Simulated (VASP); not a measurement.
TaN (CsCl type): single point with PBE

The system is TaN (CsCl type).

```
Ta N
1.0
     2.33352    0.00000    0.00000
     0.00000    2.33352    0.00000
     0.00000    0.00000    2.33352
Ta N
1 1
Direct
  0.00000 0.00000 0.00000
  0.50000 0.50000 0.50000
```

```yaml
Program: VASP 6.6.1
Task: single point
Functional: PBE
Potentials_or_basis: VASP PAW PBE potentials, release 64 (Ta_pv, N)
Cutoff: 520 eV
k_mesh: 16 × 16 × 16
Occupations: fermi-dirac, width 0.1 eV
Spin: no spin polarisation
Dipole_correction: no
Further_INCAR_settings: ALGO = Normal; EDIFF = 1e-06; NBANDS = 15
```

The pressure is 456.9 GPa. The band gap on the k mesh is zero (band 8 reaches 27.25 eV, above the bottom of band 9 at 12.45 eV).

Levels at points of the mesh, in eV from the Fermi level:
```tsv
k point	band 6	band 7	band 8	band 9	band 10	band 11
(0.00, 0.00, 0.00)	-9.09	-3.86	-3.86	-3.86	6.52	6.52
(0.50, 0.00, 0.00)	-8.16	-8.16	-6.76	6.81	7.94	8.64
(0.50, 0.50, 0.00)	-7.68	-5.51	-3.83	0.12	0.12	3.23
(0.50, 0.50, 0.50)	-15.56	-15.56	10.86	10.86	10.86	13.20
```

Run time: 12 s on 1 thread of Intel(R) Xeon(R) 6975P-C (Granite Rapids) (shared host), peak memory 0.15 GiB.

Caveat: spin-orbit coupling is left out, which moves the levels of the heavy elements.
